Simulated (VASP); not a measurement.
Wanted: the native input for a VASP 6.6.1 run.

```
Task                   : single point
Functional             : PBEsol
Potentials or basis    : VASP PAW PBE potentials, release 64 (B, As, I)
Cutoff                 : 520 eV
k mesh                 : 4 × 4 × 4
Occupations            : fermi-dirac, width 0.05 eV
Spin                   : no spin polarisation
Dipole correction      : no
Further INCAR settings : ALGO = Normal; EDIFF = 1e-06; NBANDS = 35
```

The structure of BAsI6 lies in POSCAR:

```
BAsI6
1.0
    0.0005309973      4.9695468781      4.9686326283
    5.8748236871     -0.8985520957      5.8633081355
    4.9641056786      4.9721367798     -0.0020528762
B As I
1 1 6
Direct
    0.5717755869      0.2925728497      0.5681382145
    0.0207998947     -0.0544873018      0.0170308755
    0.5635203053      0.2980148230      0.2684377794
    0.4059766664      0.7892700652      0.7413903414
    0.0673565450      0.7891699638      0.4022723799
    0.8743401115      0.2978977306      0.5597895997
    0.2721733972      0.2978029944      0.8708350271
    0.7452508563      0.7891664248      0.0637182445
```

These files were run (other wordings do the same):

INCAR

```
PREC = Accurate ; ENCUT = 520
EDIFF = 1E-6 ; ISMEAR = -1
SIGMA = 0.05 ; LREAL = False
LASPH = True ; NELM = 100
ALGO = Normal ; ISIF = 2
LWAVE = False ; LCHARG = True
GGA = PS ; LELF = True
LVHAR = True ; NBANDS = 35
```

KPOINTS

```
Automatic mesh
0
Gamma
  4 4 4
```

Potentials or basis: VASP PAW PBE potentials, release 64 (B, As, I).

The run is started by

```bash
$ cat potpaw_PBE.64/B/POTCAR potpaw_PBE.64/As/POTCAR potpaw_PBE.64/I/POTCAR > POTCAR
$ mpirun -np 1 vasp_std > vasp.out
```

Results of the run:

```yaml
Pressure: 0.1 GPa
Largest_force: 0.043 eV/Å
Band_gap_on_the_k_mesh: 1.88 eV (least direct gap 1.92 eV)
```

Caveat: the PAW data sets were made with another functional, which shifts forces and pressure a little; spin-orbit coupling is left out, which moves the levels of the heavy elements.

Run time: 16 min on 1 thread of AMD EPYC 7571 (shared host), peak memory 0.63 GiB.
